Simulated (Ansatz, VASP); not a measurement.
## One calculation of B, two programs

```
B
1.0
     1.88551    0.00000    0.00000
     0.00000    1.88551    0.00000
     0.00000    0.00000    1.88551
B
1
Direct
  0.00000 0.00000 0.00000
```

Alike in both runs: functional PBE; k mesh 18 × 18 × 18; occupations fermi-dirac, width 0.05 eV; no spin polarisation.

Ansatz relaxed the structure, and its values are those at the end. VASP's run is a single point on that final structure, the one shown.

|  | VASP | Ansatz |
| --- | --- | --- |
| version | VASP 6.6.1 | Ansatz 0.2.0 |
| potentials or method | VASP PAW PBE potentials, release 64 (B) | PAW with Ansatz's default frozen-core files, scalar-relativistic |
| plane-wave cutoff (eV) | 520 | 420 |
| valence electrons in the cell | 3 | 3 |

```csv
,VASP,Ansatz,Ansatz less VASP
pressure (GPa),0.1,0.0,-0.05
```

With one functional, cell and mesh, what is left measures potentials, basis and numerics.
